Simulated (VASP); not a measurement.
Crystal: Ag.

```
Ag
1.0
    -1.65565    1.65565    1.65565
     1.65565   -1.65565    1.65565
     1.65565    1.65565   -1.65565
Ag
1
Direct
  0.00000 0.00000 0.00000
```

| Item | Value |
| --- | --- |
| Program | VASP 6.6.1 |
| Task | relaxation of cell and atoms |
| Functional | PBEsol |
| Dispersion | D4 |
| Potentials or basis | VASP PAW PBE potentials, release 64 (Ag) |
| Cutoff | 600 eV |
| k mesh | 11 × 11 × 11 |
| Occupations | fermi-dirac, width 0.05 eV |
| Spin | no spin polarisation |

At the start: pressure -10.0 GPa; volume 18.15 Å³/atom.

**Question.** Where does the relaxation end?

**Answer.** Over 6 steps the energy falls by 63.6 meV/atom and the volume is 16.34 Å³/atom (-10.0 %); space group Im-3m (No. 229, to 0.05 Å).

Step by step:
```csv
step,energy change (eV),largest force (eV/Å),pressure (GPa),volume (Å³)
1,0.0000,0.0000,-10.04,18.15
2,-0.0347,0.0000,9.77,15.33
3,-0.0636,0.0000,-0.08,16.35
4,-0.0636,0.0000,0.17,16.32
5,-0.0636,0.0000,-0.09,16.36
6,-0.0636,0.0000,0.00,16.34
```

Final structure:
```xyz
1
Lattice="-1.5987 1.5987 1.5987 1.5987 -1.5987 1.5987 1.5987 1.5987 -1.5987" Properties=species:S:1:pos:R:3 pbc="T T T"
Ag    0.0000    3.1973    0.0000
```

Caveat: the PAW data sets were made with another functional, which shifts forces and pressure a little; pairwise dispersion overbinds metals, which lowers pressure and volume.
